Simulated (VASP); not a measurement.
# Br (Cmce) in VASP: settings compared, part 2 of 2

VASP 6.6.1. The steps go on from the part before.

## 5. Single point, r2SCAN

This run uses another cell than the first one, of 33.13 Å³/atom, 0.908 times its volume.

Input file POSCAR:

```
Br
1.0
    3.5630307279     -2.1172104457      0.0000000000
    3.5630307279      2.1172104457      0.0000000000
    0.0000000000      0.0000000000      8.7830078950
Br
4
Direct
    0.8607987528      0.1392012472      0.1158879913
    0.1392012472      0.8607987528      0.8841120087
    0.3607987528      0.6392012472      0.3841120087
    0.6392012472      0.3607987528      0.6158879913
```

Input file INCAR.step1:

```
SYSTEM = Br
PREC = Accurate
ENCUT = 520
ISMEAR = 0
SIGMA = 0.05
LREAL = .False.
LASPH = .True.
NELM = 60
NBANDS = 22
GGA = PE
ALGO = Normal
EDIFF = 1E-4
LWAVE = .True.
LCHARG = .False.
```

Input file INCAR.step2:

```
SYSTEM = Br
PREC = Accurate
ENCUT = 520
EDIFF = 1E-6
ISMEAR = 0
SIGMA = 0.05
LREAL = .False.
LASPH = .True.
NELM = 60
ALGO = Normal
ISIF = 2
LWAVE = .False.
LCHARG = .False.
METAGGA = R2SCAN
LMIXTAU = .True.
NBANDS = 22
ISTART = 1
```

Input file KPOINTS:

```
Automatic mesh
0
Gamma
  6 6 4
  0 0 0
```

Potentials or basis: VASP PAW PBE potentials, release 64 (Br).

The run is started by

```console
cat potpaw_PBE.64/Br/POTCAR > POTCAR
cp INCAR.step1 INCAR
mpirun -np 1 vasp_std > vasp.out
cp INCAR.step2 INCAR
mpirun -np 1 vasp_std > vasp.out
```

OUTCAR:

```text
SYSTEM = Br
   PREC = Accurate
   ENCUT = 520
   EDIFF = 1E-6
   ISMEAR = 0
   LREAL = .False.
   LASPH = .True.
   NELM = 60
   ISIF = 2
   METAGGA = R2SCAN
   ISTART = 1

 ion  position               nearest neighbor table
   1  0.861  0.139  0.116-   2 2.35
   2  0.139  0.861  0.884-   1 2.35
   3  0.361  0.639  0.384-   4 2.35
   4  0.639  0.361  0.616-   3 2.35

  LATTYP: Found a base centered orthorhombic cell.
 ALAT       =     4.2344208914
 B/A-ratio  =     1.6828892636
 C/A-ratio  =     2.0741934069

  Lattice vectors:

 A1 = (  -3.5630307279,  -2.1172104457,   0.0000000000)
 A2 = (   3.5630307279,  -2.1172104457,   0.0000000000)
 A3 = (   0.0000000000,   0.0000000000,   8.7830078950)

Analysis of symmetry for initial positions (statically):
=====================================================================
 Subroutine PRICEL returns:
 Original cell was already a primitive cell.

[... 165 lines left out ...]
 number of electron      28.0000000 magnetization

 Free energy of the ion-electron system (eV)
  ---------------------------------------------------
  ext. energy  EPLUGINS =         0.00000000
  ---------------------------------------------------
  free energy    TOTEN  =       -53.02943463 eV

  energy without entropy =      -53.02943463  energy(sigma->0) =      -53.02943463

 E-fermi :  -0.2014     XC(G=0):  -8.3992

 val. band max:       -0.4632096287   @ k =   0.0000   0.0000   0.0000
 cond. band min:       1.1809565585   @ k =   0.0000   0.0000   0.0000
 fundamental gap:      1.6441661872
 Fermi energy:        -0.2013641946

 k-point     1 :       0.0000    0.0000    0.0000
  band No.  band energies     occupation
      1     -16.9427      2.00000
      2     -16.4282      2.00000
      3     -14.4410      2.00000
      4     -13.4091      2.00000
      5      -5.7199      2.00000
      6      -4.2377      2.00000
[... 589 lines left out ...]
     21       9.4448      0.00000
     22       9.8272      0.00000

 [... further k-points ...]
[... 5 lines left out ...]
  --------------------------------------------------------------------------------------
  -------------------------------------------------------------------------------------
  Total       -0.0211962     -0.0218321     -0.0692711      0.0000000      0.0000000      0.0000000
  in kB       -0.2562782     -0.2639673     -0.8375408      0.0000000      0.0000000      0.0000000
  external PRESSURE =      -0.4525954 kB  Pullay stress =       0.0000000 kB

 VOLUME and BASIS-vectors are now :
 -----------------------------------------------------------------------------
  energy-cutoff  :      520.00
  volume of cell :      132.51
      direct lattice vectors                 reciprocal lattice vectors
     3.563030728 -2.117210446  0.000000000     0.140329971 -0.236159802  0.000000000
     3.563030728  2.117210446  0.000000000     0.140329971  0.236159802  0.000000000
     0.000000000  0.000000000  8.783007895     0.000000000  0.000000000  0.113856211

 POSITION                                       TOTAL-FORCE (eV/Angst)
 -----------------------------------------------------------------------------------
      3.56303     -1.52777      1.01785         0.000000     -0.002246     -0.005573
      3.56303      1.52777      7.76516         0.000000      0.002246      0.005573
      3.56303      0.58944      3.37366         0.000000     -0.002246      0.005573
      3.56303     -0.58944      5.40935         0.000000      0.002246     -0.005573
 -----------------------------------------------------------------------------------
    total drift:                               -0.000000      0.000000      0.000000

  FREE ENERGIE OF THE ION-ELECTRON SYSTEM (eV)
  ---------------------------------------------------
  free  energy   TOTEN  =       -53.0294346261 eV

  energy  without entropy=      -53.0294346261  energy(sigma->0) =      -53.02943463
```

OUTCAR.step1:

```text
SYSTEM = Br
   PREC = Accurate
   ENCUT = 520
   ISMEAR = 0
   LREAL = .False.
   LASPH = .True.
   NELM = 60
[... 831 lines left out ...]
      3.56303      1.52777      7.76516         0.000000     -0.129698     -0.286677
      3.56303      0.58944      3.37366         0.000000      0.129698     -0.286677
      3.56303     -0.58944      5.40935         0.000000     -0.129698      0.286677
 -----------------------------------------------------------------------------------
    total drift:                               -0.000000      0.000000      0.000000

  FREE ENERGIE OF THE ION-ELECTRON SYSTEM (eV)
  ---------------------------------------------------
  free  energy   TOTEN  =        -6.4965858369 eV

  energy  without entropy=       -6.4965858369  energy(sigma->0) =       -6.49658584
```

Wall time 3 min (1 thread of AMD EPYC 9R45 (Zen 5), shared host); peak memory 0.28 GiB.

What came out:

```yaml
Free_energy: -53.0294 eV
Pressure: 0.0 GPa
Largest_force: 0.006 eV/Å
Band_gap_on_the_k_mesh: 1.64 eV, direct
```

Forces in eV/Å, atoms in the order of the input:
```
Br   0.000 -0.002 -0.006
Br   0.000  0.002  0.006
Br   0.000 -0.002  0.006
Br   0.000  0.002 -0.006
```

Levels at points of the mesh, in eV from the valence-band top:
```
           k point  band 12  band 13  band 14  band 15  band 16  band 17
(0.00, 0.00, 0.00)    -0.48    -0.37     0.00     1.64     2.69     6.42
(0.50, 0.00, 0.00)    -1.25    -0.56    -0.56     2.64     2.64     7.45
(0.50, 0.50, 0.00)    -1.38    -0.57    -0.26     1.66     2.51     7.59
(0.00, 0.00, 0.50)    -1.04    -0.17    -0.17     2.06     2.06     7.00
(0.50, 0.00, 0.50)    -0.75    -0.11    -0.11     2.12     2.12     7.79
(0.50, 0.50, 0.50)    -1.15    -0.91    -0.91     2.00     2.00     8.52
```

Caveat: the PAW data sets were made with another functional, which shifts forces and pressure a little. A k mesh can miss the band edges.

## 6. Single point, r2SCAN

This run uses another cell than the first one, of 34.52 Å³/atom, 0.946 times its volume.

Input file POSCAR:

```
Br
1.0
    3.6776790105     -2.1293115845      0.0000000000
    3.6776790105      2.1293115845      0.0000000000
    0.0000000000      0.0000000000      8.8167160246
Br
4
Direct
    0.8620574267      0.1379425733      0.1155497972
    0.1379425733      0.8620574267      0.8844502028
    0.3620574267      0.6379425733      0.3844502028
    0.6379425733      0.3620574267      0.6155497972
```

Input file INCAR.step1:

```
  PREC = Accurate
  ENCUT = 520
  ISMEAR = 0
  SIGMA = 0.05
  LREAL = False
  LASPH = True
  NELM = 80
  NBANDS = 22
  GGA = PE
  ALGO = Normal
  EDIFF = 1E-4
  LWAVE = True
  LCHARG = False
```

Input file INCAR.step2:

```
  PREC = Accurate
  ENCUT = 520
  EDIFF = 1E-7
  ISMEAR = 0
  SIGMA = 0.05
  LREAL = False
  LASPH = True
  NELM = 80
  ALGO = Normal
  ISIF = 2
  LWAVE = False
  LCHARG = True
  METAGGA = R2SCAN
  LMIXTAU = True
  LELF = True
  LVHAR = True
  NBANDS = 22
  ISTART = 1
```

Input file KPOINTS:

```
regular mesh
0
Gamma
  6 6 4
```

Potentials or basis: VASP PAW PBE potentials, release 64 (Br).

The run is started by

```console
cat potpaw_PBE.64/Br/POTCAR > POTCAR
cp INCAR.step1 INCAR
mpirun -np 1 vasp_std > vasp.out
cp INCAR.step2 INCAR
mpirun -np 1 vasp_std > vasp.out
```

It took 3.6 min on 1 thread of AMD EPYC 9R45 (Zen 5), shared host; peak memory 0.28 GiB.

Results (log left out):

```yaml
Free_energy: -53.0238 eV
Pressure: -0.3 GPa
Largest_force: 0.012 eV/Å
Band_gap_on_the_k_mesh: 1.65 eV, direct
```

Forces in eV/Å, atoms in the order of the input:
```
Br   0.000 -0.009 -0.007
Br   0.000  0.009  0.007
Br   0.000 -0.009  0.007
Br   0.000  0.009 -0.007
```

Levels at points of the mesh, in eV from the valence-band top:
| k point | band 11 | band 12 | band 13 | band 14 | band 15 | band 16 | band 17 | band 18 |
| --- | --- | --- | --- | --- | --- | --- | --- | --- |
| (0.00, 0.00, 0.00) | -1.20 | -0.46 | -0.43 | 0.00 | 1.65 | 2.68 | 6.29 | 7.05 |
| (0.50, 0.00, 0.00) | -1.17 | -1.17 | -0.55 | -0.55 | 2.63 | 2.63 | 7.45 | 7.45 |
| (0.50, 0.50, 0.00) | -1.63 | -1.32 | -0.53 | -0.22 | 1.68 | 2.53 | 7.68 | 8.23 |
| (0.00, 0.00, 0.50) | -1.01 | -1.01 | -0.19 | -0.19 | 2.07 | 2.07 | 6.87 | 6.87 |
| (0.50, 0.00, 0.50) | -0.70 | -0.70 | -0.13 | -0.13 | 2.14 | 2.14 | 7.77 | 7.77 |
| (0.50, 0.50, 0.50) | -1.09 | -1.09 | -0.83 | -0.83 | 2.03 | 2.03 | 8.57 | 8.57 |

Caveat: the PAW data sets were made with another functional, which shifts forces and pressure a little.

## 7. Overview

| level | cell | k mesh | gap on the mesh (eV) | pressure (GPa) | largest force (eV/Å) |
| --- | --- | --- | --- | --- | --- |
| PBE | a = 4.454, b = 4.454, c = 8.687 Å, angles 90.0, 90.0, 57.9°, 4 atoms | 6 × 6 × 2 | 1.40 | 0.1 | 0.02 |
| r2SCAN | a = 4.123, b = 4.123, c = 8.772 Å, angles 90.0, 90.0, 61.5°, 4 atoms | 6 × 6 × 4 | 1.64 | 0.0 | 0.01 |
| r2SCAN | a = 4.145, b = 4.145, c = 8.783 Å, angles 90.0, 90.0, 61.4°, 4 atoms | 6 × 6 × 4 | 1.64 | 0.0 | 0.01 |
| r2SCAN | a = 4.250, b = 4.250, c = 8.817 Å, angles 90.0, 90.0, 60.1°, 4 atoms | 6 × 6 × 4 | 1.65 | -0.3 | 0.01 |

Alike in all rows: task single point; potentials or basis VASP PAW PBE potentials, release 64 (Br); no spin polarisation; cutoff (eV) 520; smearing gaussian 0.05 eV.

Caveats: the PAW data sets were made with another functional, which shifts forces and pressure a little (some runs).

Absolute energies hang on the potentials; compare differences alone.
